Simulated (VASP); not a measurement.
A run of VASP 6.6.1:

Contents of INCAR:

```
SYSTEM = Si3N4
ALGO = Normal
EDIFF = 1E-8
ENCUT = 520
GGA = PE
ISIF = 2
ISMEAR = -1
IVDW = 12
LASPH = .TRUE.
LCHARG = .FALSE.
LEFG = .TRUE.
LREAL = .FALSE.
LWAVE = .FALSE.
NBANDS = 45
NELM = 100
PREC = Accurate
SIGMA = 0.02
```

Contents of KPOINTS:

```
k-points
0
G
  4 4 10
  0 0 0
```

POSCAR

```
Si3N4
1.0
    7.6044000000      0.0000000000      0.0000000000
   -3.8022000000      6.5856035805      0.0000000000
    0.0000000000      0.0000000000      2.9063000000
Si N
6 8
Direct
    0.7679797073      0.1740937654      0.2500000000
    0.5938859419      0.7679797073      0.7500000000
    0.8259062346      0.5938859419      0.2500000000
    0.2320202927      0.8259062346      0.7500000000
    0.4061140581      0.2320202927      0.2500000000
    0.1740937654      0.4061140581      0.7500000000
    0.0299692780      0.3298825528      0.2500000000
    0.7000867251      0.0299692780      0.7500000000
    0.6701174472      0.7000867251      0.2500000000
    0.9700307220      0.6701174472      0.7500000000
    0.2999132749      0.9700307220      0.2500000000
    0.3298825528      0.2999132749      0.7500000000
    0.6666666667      0.3333333333      0.2500000000
    0.3333333333      0.6666666667      0.7500000000
```

Potentials or basis: VASP PAW PBE potentials, release 64 (Si, N).

Run with:

```console
$ cat potpaw_PBE.64/Si/POTCAR potpaw_PBE.64/N/POTCAR > POTCAR
$ mpirun -np 1 vasp_std > vasp.out
```

Hardware: 1 thread of Intel(R) Xeon(R) Platinum 8559C (Emerald Rapids) (shared host).

**Question.** How long does it take, and how much memory?

**Answer.** Run time: 2.2 min on 1 thread of Intel(R) Xeon(R) Platinum 8559C (Emerald Rapids) (shared host), peak memory 0.34 GiB. Counts: scf iterations 19, k points 24.
